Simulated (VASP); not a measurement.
A run of VASP 6.6.1 is set up as follows.

The input INCAR:

```
PREC     = Accurate       # precision mode
ENCUT    = 520            # plane-wave cutoff, eV
EDIFF    = 1E-6           # SCF threshold, eV
ISMEAR   = 0              # smearing method
SIGMA    = 0.1            # smearing width, eV
LREAL    = F              # projectors in reciprocal space
LASPH    = T              # aspherical terms in the spheres
NELM     = 100            # most SCF steps
ALGO     = Normal         # electronic algorithm
ISIF     = 2              # what is computed and relaxed
LWAVE    = F              # write WAVECAR
LCHARG   = F              # write CHGCAR
GGA      = PE             # functional
NBANDS   = 30             # bands
```

KPOINTS

```
regular mesh
0
Gamma
  12 12 4
```

The input POSCAR:

```
Ge2Sb2S
1.0
    3.9505908328      0.0000000000      0.0000000000
   -1.9752954164      3.4213120212      0.0000000000
    0.0000000000      0.0000000000      8.7682043665
Ge Sb S
2 2 1
Direct
    0.3333333333      0.6666666667      0.1783536655
    0.6666666667      0.3333333333      0.8216463345
    0.3333333333      0.6666666667      0.6195829793
    0.6666666667      0.3333333333      0.3804170207
    0.0000000000      0.0000000000      0.0000000000
```

Potentials or basis: VASP PAW PBE potentials, release 64 (Ge_d, Sb, S).

Launch:

```sh
$ cat potpaw_PBE.64/Ge_d/POTCAR potpaw_PBE.64/Sb/POTCAR potpaw_PBE.64/S/POTCAR > POTCAR
$ mpirun -np 1 vasp_std > vasp.out
```

Q: Predict the largest force.

A: 0.003 eV/Å.

Q: Predict the band gap on the k mesh.

A: Zero (bands 22 and 23 overlap by 1.88 eV).

Forces on the atoms (eV/Å):
```
Ge   0.000  0.000  0.003
Ge   0.000  0.000 -0.003
Sb   0.000  0.000  0.001
Sb   0.000  0.000 -0.001
S    0.000  0.000  0.000
```

Caveat: spin-orbit coupling is left out, which moves the levels of the heavy elements.
